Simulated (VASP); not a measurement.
A run of VASP 6.6.1 is set up as follows.

Contents of INCAR:

```
PREC     = Accurate       # precision mode
ENCUT    = 520            # plane-wave cutoff, eV
EDIFF    = 1E-6           # SCF threshold, eV
ISMEAR   = 0              # smearing method
SIGMA    = 0.01           # smearing width, eV
LREAL    = False          # projectors in reciprocal space
LASPH    = True           # aspherical terms in the spheres
NELM     = 60             # most SCF steps
ALGO     = Normal         # electronic algorithm
ISIF     = 2              # what is computed and relaxed
LWAVE    = False          # write WAVECAR
LCHARG   = False          # write CHGCAR
GGA      = PE             # functional
NBANDS   = 25             # bands
```

The input KPOINTS:

```
Automatic mesh
0
Gamma
  6 6 6
```

POSCAR

```
LiNbO3
1.0
    3.9331683584      0.0000000000      0.0000000000
    0.0000000000      3.9331683584      0.0000000000
    0.0000000000      0.0000000000      3.9331683584
Li Nb O
1 1 3
Direct
    0.0000000000      0.0000000000      0.0000000000
    0.5000000000      0.5000000000      0.5000000000
    0.5000000000      0.5000000000      0.0000000000
    0.5000000000      0.0000000000      0.5000000000
    0.0000000000      0.5000000000      0.5000000000
```

Potentials or basis: VASP PAW PBE potentials, release 64 (Li_sv, Nb_sv, O).

Command:

```bash
$ cat potpaw_PBE.64/Li_sv/POTCAR potpaw_PBE.64/Nb_sv/POTCAR potpaw_PBE.64/O/POTCAR > POTCAR
$ mpirun -np 1 vasp_std > vasp.out
```

(1) What does it give for the band gap on the k mesh?

Results:

(1) 1.72 eV, indirect (least direct gap 2.51 eV).
